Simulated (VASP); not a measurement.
Input of a VASP 6.6.1 run:

Contents of INCAR:

```
SYSTEM = AlCo
PREC = Accurate
ENCUT = 520
EDIFF = 1E-7
ISMEAR = 0
SIGMA = 0.1
LREAL = .FALSE.
LASPH = .TRUE.
NELM = 80
ALGO = Normal
ISIF = 2
LWAVE = .FALSE.
LCHARG = .FALSE.
GGA = PS
NBANDS = 13
```

Contents of KPOINTS:

```
regular mesh
0
G
  14 14 14
  0 0 0
```

File POSCAR:

```
AlCo
1.0
    2.7787312500      0.0000000000      0.0000000000
    0.0000000000      2.7787312500      0.0000000000
    0.0000000000      0.0000000000      2.7787312500
Al Co
1 1
Direct
    0.0000000000      0.0000000000      0.0000000000
    0.5000000000      0.5000000000      0.5000000000
```

Potentials or basis: VASP PAW PBE potentials, release 64 (Al, Co).

The run is started by

```bash
$ cat potpaw_PBE.64/Al/POTCAR potpaw_PBE.64/Co/POTCAR > POTCAR
$ mpirun -np 1 vasp_std > vasp.out
```

(1) What does it give for the band gap on the k mesh?

(2) What does it give for the pressure?

## Answers

(1) zero (band 6 reaches 13.86 eV, above the bottom of band 7 at 11.22 eV).

(2) 10.2 GPa.

Caveat: the PAW data sets were made with another functional, which shifts forces and pressure a little.
